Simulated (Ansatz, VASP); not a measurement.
GaN: VASP beside Ansatz

POSCAR

```
GaN
1.0
    0.0000000000      2.1085153689      2.1085153689
    2.1085153689      0.0000000000      2.1085153689
    2.1085153689      2.1085153689      0.0000000000
Ga N
1 1
Direct
    0.5000000000      0.5000000000      0.5000000000
    0.0000000000      0.0000000000      0.0000000000
```

Contents of INCAR.step1:

```
ALGO = Normal ; EDIFF = 1E-5
ENCUT = 520 ; GGA = PE
ISIF = 2 ; ISMEAR = 0
LASPH = True ; LCHARG = False
LREAL = False ; LWAVE = True
NBANDS = 16 ; NELM = 80
PREC = Accurate ; SIGMA = 0.01
```

Contents of INCAR.step2:

```
AEXX = 0.1 ; ALGO = Normal
EDIFF = 1E-6 ; ENCUT = 520
GGA = PE ; ISIF = 2
ISMEAR = 0 ; ISTART = 1
LASPH = True ; LCHARG = False
LHFCALC = True ; LREAL = False
LWAVE = False ; NBANDS = 16
NELM = 80 ; PREC = Accurate
PRECFOCK = Normal ; SIGMA = 0.01
```

KPOINTS

```
k-points
0
Gamma
  6 6 6
```

Input for Ansatz:

```yaml
crystal:
  lattice:
    - [0.0, 2.1085153689, 2.1085153689]
    - [2.1085153689, 0.0, 2.1085153689]
    - [2.1085153689, 2.1085153689, 0.0]
  atoms:
    - { symbol: Ga, position: [0.5, 0.5, 0.5] }
    - { symbol: "N", position: [0.0, 0.0, 0.0] }
kpoints:
  mp_grid: { grid: [6, 6, 6] }
hamiltonian:
  xc: { exchange: pbe, correlation: pbe, exx: { coeff: 0.1 } }
scf:
  occupations: { method: fixed }
  n_extra_bands: 4
output:
  forces: true
  stress: true
  eigenvalues: true
```

Alike in both runs: task single point; functional PBE-based global hybrid; k mesh 6 × 6 × 6; no spin polarisation.

|  | VASP | Ansatz |
| --- | --- | --- |
| version | VASP 6.6.1 | Ansatz 0.2.0 |
| potentials or method | VASP PAW PBE potentials, release 64 (Ga_d, N) | plane waves |
| plane-wave cutoff (eV) | 520 | 420 |
| occupations | gaussian, width 0.01 eV | fixed |
| valence electrons in the cell | 18 | 18 |

Ansatz gave:

```
gap on the k mesh at the Fermi level (eV) : 1.39
pressure (GPa)                            : 4.0
```

Q: Estimate VASP's values.

A: gap on the k mesh at the Fermi level (eV): 1.39; pressure (GPa): 5.0.

VASP's potentials were made for PBE, not for PBE-based global hybrid. Ansatz's warnings: stress exchange threshold loose, stress scf threshold loose.

The k mesh is coarse, so the values compare programs but aren't converged.
